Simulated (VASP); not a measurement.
Here is a VASP 6.6.1 calculation.

The input INCAR:

```
  ALGO = Normal
  EDIFF = 1E-7
  ENCUT = 520
  GGA = CA
  ISIF = 2
  ISMEAR = 0
  LASPH = True
  LCHARG = True
  LELF = True
  LREAL = False
  LVHAR = True
  LWAVE = False
  NBANDS = 8
  NELM = 100
  PREC = Accurate
  SIGMA = 0.05
```

Contents of KPOINTS:

```
k-points
0
Gamma
  16 16 16
```

Contents of POSCAR:

```
Li
1.0
   -1.6823880717      1.6823880717      1.6823880717
    1.6823880717     -1.6823880717      1.6823880717
    1.6823880717      1.6823880717     -1.6823880717
Li
1
Direct
    0.0000000000      0.0000000000      0.0000000000
```

Potentials or basis: VASP PAW LDA potentials, release 64 (Li_sv).

Launch:

```sh
$ cat potpaw_LDA.64/Li_sv/POTCAR > POTCAR
$ mpirun -np 1 vasp_std > vasp.out
```

**Question.** Predict the band gap on the k mesh.

**Answer.** Zero (an odd number of electrons rules out a gap without spin polarisation).
